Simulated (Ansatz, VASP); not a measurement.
# One calculation of Si, two programs

Contents of INCAR:

```
PREC = Accurate ; ENCUT = 520
EDIFF = 1E-8 ; ISMEAR = -1
SIGMA = 0.05 ; LREAL = F
LASPH = T ; NELM = 100
ALGO = Normal ; ISIF = 2
LWAVE = F ; LCHARG = F
GGA = PE ; LEFG = T
NBANDS = 11
```

KPOINTS

```
Automatic mesh
0
Gamma
  18 18 18
```

POSCAR

```
Si
1.0
    0.0000000000      2.7349159646      2.7349159646
    2.7349159646      0.0000000000      2.7349159646
    2.7349159646      2.7349159646      0.0000000000
Si
2
Direct
    0.0000000000      0.0000000000      0.0000000000
    0.2500000000      0.2500000000      0.2500000000
```

Input for Ansatz:

```yaml
crystal:
  lattice:
    - [0.0, 2.7349159646, 2.7349159646]
    - [2.7349159646, 0.0, 2.7349159646]
    - [2.7349159646, 2.7349159646, 0.0]
  atoms:
    - { symbol: Si, position: [0.0, 0.0, 0.0] }
    - { symbol: Si, position: [0.25, 0.25, 0.25] }
kpoints:
  mp_grid: { grid: [18, 18, 18] }
scf:
  occupations: { method: fermi_dirac, width: 0.05 }
hamiltonian:
  xc: pbe
  pseudopotentials: { kind: paw }
output:
  forces: true
  stress: true
  eigenvalues: true
  efg: { contact_densities: true }
```

Alike in both runs: task electric field gradients; functional PBE; k mesh 18 × 18 × 18; occupations fermi-dirac, width 0.05 eV; no spin polarisation.

|  | VASP | Ansatz |
| --- | --- | --- |
| version | VASP 6.6.1 | Ansatz 0.2.0 |
| potentials or method | VASP PAW PBE potentials, release 64 (Si) | PAW with Ansatz's default frozen-core files, scalar-relativistic |
| plane-wave cutoff (eV) | 520 | 420 |
| valence electrons in the cell | 8 | 8 |

```tsv
	VASP	Ansatz	Ansatz less VASP
pressure (GPa)	-0.1	0.0	+0.08
```
